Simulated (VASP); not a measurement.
Set up this calculation in VASP 6.6.1, as the native input.

```yaml
Task: single point
Functional: LDA
Potentials_or_basis: VASP PAW LDA potentials, release 64 (Zn)
Cutoff: 520 eV
k_mesh: 8 × 8 × 3
Occupations: methfessel-paxton, width 0.025 eV
Spin: no spin polarisation
Dipole_correction: no
Further_INCAR_settings: ALGO = Fast; EDIFF = 1e-06; NBANDS = 25
```

The structure of Zn lies in POSCAR:

```
Zn
1.0
    2.2681701736     -1.3084870100      0.0000000000
    2.2681701736      1.3084870100      0.0000000000
   -1.5917165425      0.0000000000      7.3004081919
Zn
3
Direct
    0.7957720000      0.7623420000      0.3380220000
    0.2277230000      0.2232540000      0.6708490000
   -0.0010090000      0.0084540000     -0.0005550000
```

These files were run (other wordings do the same):

INCAR

```
SYSTEM = Zn
ALGO = Fast
EDIFF = 1E-6
ENCUT = 520
ISIF = 2
ISMEAR = 1
LASPH = .TRUE.
LCHARG = .TRUE.
LELF = .TRUE.
LREAL = .FALSE.
LVHAR = .TRUE.
LWAVE = .FALSE.
NBANDS = 25
NELM = 80
PREC = Accurate
SIGMA = 0.025
```

KPOINTS

```
k-points
0
G
  8 8 3
  0 0 0
```

Potentials or basis: VASP PAW LDA potentials, release 64 (Zn).

Command:

```sh
$ cat potpaw_LDA.64/Zn/POTCAR > POTCAR
$ mpirun -np 1 vasp_std > vasp.out
```

It gave:

```yaml
Pressure: -4.9 GPa
Largest_force: 0.059 eV/Å
Band_gap_on_the_k_mesh: zero (bands 18 and 19 overlap by 3.21 eV)
```

Caveat: the cell stands under tension.

It took 42 s on 1 thread of Intel(R) Xeon(R) Platinum 8559C (Emerald Rapids) (shared host), peak memory 0.18 GiB.
